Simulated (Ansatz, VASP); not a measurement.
# Two plane-wave programs on BN

File INCAR:

```
PREC = Accurate ; ENCUT = 520
EDIFF = 1E-7 ; ISMEAR = 0
SIGMA = 0.05 ; LREAL = F
LASPH = T ; NELM = 100
ALGO = Normal ; ISIF = 2
LWAVE = F ; LCHARG = T
GGA = PS ; LELF = T
LVHAR = T ; NBANDS = 16
```

Contents of KPOINTS:

```
regular mesh
0
Gamma
  12 12 4
```

The input POSCAR:

```
BN
1.0
    2.5043488457      0.0000000000      0.0000000000
   -1.2521744229      2.1688297203      0.0000000000
    0.0000000000      0.0000000000      7.0190956742
B N
2 2
Direct
    0.3333333333      0.6666666667      0.2500000000
    0.6666666667      0.3333333333      0.7500000000
    0.3467586116      0.6299881243      0.7500000000
    0.6666666667      0.3333333333      0.2500000000
```

Input for Ansatz:

```yaml
crystal:
  lattice:
    - [2.5043488457, 0.0, 0.0]
    - [-1.2521744229, 2.1688297203, 0.0]
    - [0.0, 0.0, 7.0190956742]
  atoms:
    - { symbol: B, position: [0.3333333333, 0.6666666667, 0.25] }
    - { symbol: B, position: [0.6666666667, 0.3333333333, 0.75] }
    - { symbol: "N", position: [0.3467586116, 0.6299881243, 0.75] }
    - { symbol: "N", position: [0.6666666667, 0.3333333333, 0.25] }
basis:
  ecutwfc: 420
kpoints:
  mp_grid: { grid: [12, 12, 4] }
hamiltonian:
  xc: pbesol
scf:
  occupations: { method: gaussian, width: 0.05 }
output:
  forces: true
  stress: true
  eigenvalues: true
```

Alike in both runs: task single point; functional PBEsol; k mesh 12 × 12 × 4; occupations gaussian, width 0.05 eV; no spin polarisation.

```csv
,VASP,Ansatz
version,VASP 6.6.1,Ansatz 0.2.0
potentials or method,"VASP PAW PBE potentials, release 64 (B, N), cutoff 520 eV","scalar-relativistic, plane waves, PAW"
valence electrons in the cell,16,16
```

|  | VASP | Ansatz | Ansatz less VASP |
| --- | --- | --- | --- |
| gap on the k mesh at the Fermi level (eV) | 3.96 | 3.98 | +0.010 |
| least direct gap on the mesh (eV) | 4.42 | 4.43 | +0.010 |
| pressure (GPa) | 2.8 | 2.5 | -0.25 |
| traceless stress, the component that is largest in VASP (GPa) | 6.19 | 5.95 | -0.239 |
| rms of the force components (eV/Å) | 2.192 | 2.193 | +0.0006 |

VASP's potentials were made for PBE, not for PBEsol. Atom by atom the forces differ by 0.001 eV/Å (rms over components). With one functional, cell and mesh, what is left measures potentials, basis and numerics.
